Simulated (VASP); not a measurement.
# Sb (Im-3m) in VASP: notebook, part 2 of 2

VASP 6.6.1. The steps go on from the part before.

## Step 4: Single point, PBEsol (volume scaled by 0.52)

Input file INCAR:

```
PREC = Accurate
ENCUT = 520
EDIFF = 1E-7
ISMEAR = -1
SIGMA = 0.05
LREAL = False
LASPH = True
NELM = 100
ALGO = Normal
ISIF = 2
LWAVE = False
LCHARG = False
GGA = PS
NBANDS = 8
```

Input file KPOINTS:

```
Automatic mesh
0
Gamma
  16 16 16
```

Input file POSCAR:

```
Sb
1.0
   -1.4995762152      1.4995762152      1.4995762152
    1.4995762152     -1.4995762152      1.4995762152
    1.4995762152      1.4995762152     -1.4995762152
Sb
1
Direct
    0.0000000000      0.0000000000      0.0000000000
```

Potentials or basis: VASP PAW PBE potentials, release 64 (Sb).

Launch:

```bash
$ cat potpaw_PBE.64/Sb/POTCAR > POTCAR
$ mpirun -np 1 vasp_std > vasp.out
```

OUTCAR:

```text
PREC = Accurate
   ENCUT = 520
   EDIFF = 1E-7
   ISMEAR = -1
   LREAL = False
   LASPH = True
   NELM = 100
   ISIF = 2
   GGA = PS

 ion  position               nearest neighbor table
   1  0.000  0.000  0.000-

  LATTYP: Found a body centered cubic cell.
 ALAT       =     2.9991524304

  Lattice vectors:

 A1 = (  -1.4995762152,   1.4995762152,   1.4995762152)
 A2 = (   1.4995762152,  -1.4995762152,   1.4995762152)
 A3 = (   1.4995762152,   1.4995762152,  -1.4995762152)

Analysis of symmetry for initial positions (statically):
=====================================================================
 Subroutine PRICEL returns:
 Original cell was already a primitive cell.

 Routine SETGRP: Setting up the symmetry group for a
 body centered cubic supercell.

 Subroutine GETGRP returns: Found 48 space group operations
 (whereof 48 operations were pure point group operations)
 out of a pool of 48 trial point group operations.

The static configuration has the point symmetry O_h .

Analysis of symmetry for dynamics (positions and initial velocities):
=====================================================================
 Subroutine PRICEL returns:
 Original cell was already a primitive cell.

 Routine SETGRP: Setting up the symmetry group for a
 body centered cubic supercell.

 Subroutine GETGRP returns: Found 48 space group operations
 (whereof 48 operations were pure point group operations)
 out of a pool of 48 trial point group operations.

The dynamic configuration has the point symmetry O_h .

 Subroutine INISYM returns: Found 48 space group operations
 (whereof 48 operations are pure point group operations),
 and found     1 'primitive' translations

----------------------------------------------------------------------------------------

[... 107 lines left out ...]
   IALGO  =     38    algorithm
   IMIX   =      4    mixing-type and parameters
     AMIX     =   0.40;   BMIX     =  1.00
     AMIX_MAG =   1.60;   BMIX_MAG =  1.00
  volume/ion in A,a.u.               =      13.49        91.03
  Fermi-wavevector in a.u.,A,eV,Ry     =   1.176006  2.222330 18.816730  1.382991
  Thomas-Fermi vector in A             =   2.312377
   LORBIT       =      0    0 simple, 1 ext, 2 COOP (PROOUT), +10 PAW based schemes
   GGA     = PS    functional components
   LHFCALC =     F    Hartree Fock is set to
   AEXX    =    0.0000 exact exchange contribution
   IVDW    =     0    specifies the selected vdW correction
   LEPSILON=     F    determine dielectric tensor
   LRPA    =     F    only Hartree local field effects (RPA)
 non-spin polarized calculation
  energy-cutoff  :      520.00
  volume of cell :       13.49
 maximum number of plane-waves:       378
   NGX =  9   NGY =  9   NGZ =  9

 number of electron       4.9999999 magnetization

 Free energy of the ion-electron system (eV)
  ---------------------------------------------------
  ext. energy  EPLUGINS =         0.00000000
  ---------------------------------------------------
  free energy    TOTEN  =        -0.01472291 eV

  energy without entropy =       -0.01265954  energy(sigma->0) =       -0.01369123

 E-fermi :  21.1475     XC(G=0): -13.5918

 val. band max:       21.0924031798   @ k =  -0.3125   0.3125   0.2500
 cond. band min:      21.1638940257   @ k =  -0.4375   0.4375   0.4375
 fundamental gap:      0.0714908458
 Fermi energy:        21.1474578196

 k-point     1 :       0.0000    0.0000    0.0000
  band No.  band energies     occupation
      1       0.0793      2.00000
      2      32.1075      0.00000
      3      32.1075      0.00000
      4      32.1075      0.00000
      5      34.3372      0.00000
      6      34.3372      0.00000
      7      34.3373      0.00000
      8      34.5921      0.00000
[... 243 lines left out ...]
 k-point    24 :       0.2500    0.1875    0.0000
  band No.  band energies     occupation
      1       5.5877      2.00000
      2      17.3537      2.00000
      3      19.6586      2.00000
      4      25.5713      0.00000
      5      31.7847      0.00000
      6      33.9111      0.00000
      7      36.9005      0.00000
      8      39.2643      0.00000

 [... further k-points ...]

------------------------ aborting loop because EDIFF is reached ----------------------------------------

  FORCE on cell =-STRESS in cart. coord.  units (eV):
  Direction    XX          YY          ZZ          XY          YZ          ZX
  --------------------------------------------------------------------------------------
  -------------------------------------------------------------------------------------
  Total       17.6029217     17.6029217     17.6029217      0.0000000     -0.0000000      0.0000000
  in kB     2090.8829332   2090.8829332   2090.8829332      0.0000000     -0.0000000      0.0000000
  external PRESSURE =    2090.8829332 kB  Pullay stress =       0.0000000 kB

 VOLUME and BASIS-vectors are now :
 -----------------------------------------------------------------------------
  energy-cutoff  :      520.00
  volume of cell :       13.49
      direct lattice vectors                 reciprocal lattice vectors
    -1.499576215  1.499576215  1.499576215     0.000000000  0.333427534  0.333427534
     1.499576215 -1.499576215  1.499576215     0.333427534  0.000000000  0.333427534
     1.499576215  1.499576215 -1.499576215     0.333427534  0.333427534  0.000000000

 POSITION                                       TOTAL-FORCE (eV/Angst)
 -----------------------------------------------------------------------------------
      0.00000      0.00000      0.00000         0.000000      0.000000     -0.000000
 -----------------------------------------------------------------------------------
    total drift:                                0.000000      0.000000     -0.000000

  FREE ENERGIE OF THE ION-ELECTRON SYSTEM (eV)
  ---------------------------------------------------
  free  energy   TOTEN  =        -0.0147229145 eV

  energy  without entropy=       -0.0126595427  energy(sigma->0) =       -0.01369123
```

It took 8.1 s on 1 thread of Intel Xeon 6975P-C (Granite Rapids), shared host; peak memory 0.13 GiB.

What came out:

- Free energy: -0.0147 eV
- Pressure: 209.1 GPa

Levels at points of the mesh, in eV from the Fermi level:
```tsv
k point	band 1	band 2	band 3	band 4	band 5	band 6
(0.00, 0.00, 0.00)	-21.07	10.96	10.96	10.96	13.19	13.19
(0.50, 0.00, 0.00)	-11.77	-11.20	3.36	4.46	8.04	9.81
(0.50, 0.50, 0.50)	-4.51	-4.51	-4.51	-0.73	1.23	1.23
```

Caveat: the PAW data sets were made with another functional, which shifts forces and pressure a little; spin-orbit coupling is left out, which moves the levels of the heavy elements.
